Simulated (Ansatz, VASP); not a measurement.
**HC6: VASP beside Ansatz**

```
CELL_PARAMETERS angstrom
4.88891 0.00000 0.00000
-1.22223 8.78428 0.00000
0.00000 0.00000 22.74730
ATOMIC_POSITIONS crystal
C 0.01936 0.07744 0.17585
C 0.51936 0.07744 0.17585
C 0.27420 0.09680 0.20595
C 0.77420 0.09680 0.20595
C 0.28388 0.13552 0.26617
C 0.78388 0.13552 0.26617
C 0.03862 0.15447 0.29549
C 0.53862 0.15447 0.29549
C 0.04882 0.19529 0.35836
C 0.54882 0.19529 0.35836
C 0.30311 0.21243 0.38454
C 0.80311 0.21243 0.38454
H 0.04882 0.14348 0.49884
H 0.04882 0.24710 0.49884
```

Alike in both runs: task single point; functional LDA; k mesh 6 × 3 × 1; occupations gaussian, width 0.1 eV; no spin polarisation.

|  | VASP | Ansatz |
| --- | --- | --- |
| version | VASP 6.6.1 | Ansatz 0.2.0 |
| potentials or method | VASP PAW LDA potentials, release 64 (C, H), cutoff 520 eV | scalar-relativistic, plane waves, PAW |
| valence electrons in the cell | 50 | 50 |

|  | VASP | Ansatz | Ansatz less VASP |
| --- | --- | --- | --- |
| gap on the k mesh at the Fermi level (eV) | 0.07 | 0.07 | -0.002 |
| least direct gap on the mesh (eV) | 0.07 | 0.07 | -0.002 |
| rms of the force components (eV/Å) | 1.102 | 1.110 | +0.0088 |

Ansatz warns that its potentials were made for another functional, while VASP's fit it. LDA's correlation is that of Perdew and Zunger in VASP and of Perdew and Wang (1992) in Ansatz. Atom by atom the forces differ by 0.024 eV/Å (rms over components).
